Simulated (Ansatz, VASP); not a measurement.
# ScAlN2: VASP beside Ansatz

```
CELL_PARAMETERS angstrom
3.01385 0.00000 0.00000
0.00000 3.01385 0.00000
0.00000 0.00000 4.27535
ATOMIC_POSITIONS crystal
Sc 0.00000 0.00000 0.00000
N 0.00000 0.00000 0.50000
N 0.50000 0.50000 0.00000
Al 0.50000 0.50000 0.50000
```

Alike in both runs: task single point; functional r2SCAN; k mesh 8 × 8 × 6; no spin polarisation.

```csv
,VASP,Ansatz
version,VASP 6.6.1,Ansatz 0.2.0
potentials or method,"VASP PAW PBE potentials, release 64 (Sc_sv, N, Al)","plane waves, PAW"
plane-wave cutoff (eV),520,500
occupations,"gaussian, width 0.01 eV",fixed
valence electrons in the cell,24,24
```

|  | VASP | Ansatz | Ansatz less VASP |
| --- | --- | --- | --- |
| gap on the k mesh at the Fermi level (eV) | 1.06 | 1.07 | +0.005 |
| pressure (GPa) | 8.7 | 7.5 | -1.18 |

VASP's potentials were made for PBE, not for r2SCAN.
